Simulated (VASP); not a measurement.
Here is a VASP 6.6.1 calculation.

File INCAR:

```
PREC     = Accurate       # precision mode
ENCUT    = 1340           # plane-wave cutoff, eV
EDIFF    = 1E-6           # SCF threshold, eV
ISMEAR   = 0              # smearing method
SIGMA    = 0.05           # smearing width, eV
LREAL    = F              # projectors in reciprocal space
LASPH    = T              # aspherical terms in the spheres
NELM     = 120            # most SCF steps
ALGO     = Normal         # electronic algorithm
ISIF     = 2              # what is computed and relaxed
LWAVE    = F              # write WAVECAR
LCHARG   = F              # write CHGCAR
GGA      = PE             # functional
NBANDS   = 26             # bands
GGA_COMPAT= F
```

File KPOINTS:

```
Automatic mesh
0
Gamma
  8 8 5
```

POSCAR

```
ZnO
1.0
    3.2499999987      0.0000000000      0.0000000000
   -1.6249999993      2.8145825611      0.0000000000
    0.0000000000      0.0000000000      5.2070000000
Zn O
2 2
Direct
    0.3333333333      0.6666666667      0.0004777308
    0.6666666667      0.3333333333      0.5004777308
    0.3333333333      0.6666666667      0.3815222692
    0.6666666667      0.3333333333      0.8815222692
```

Potentials or basis: VASP PAW PBE potentials, release 64 (Zn, O_h).

Command:

```console
$ cat potpaw_PBE.64/Zn/POTCAR potpaw_PBE.64/O_h/POTCAR > POTCAR
$ mpirun -np 1 vasp_std > vasp.out
```

(1) What does it give for the band gap on the k mesh?

(2) What does it give for the pressure?

## Answers

(1) 0.79 eV.

(2) 5.7 GPa.

Caveat: the cell stands under pressure; semilocal functionals underestimate gaps, and a narrow one can read as zero.
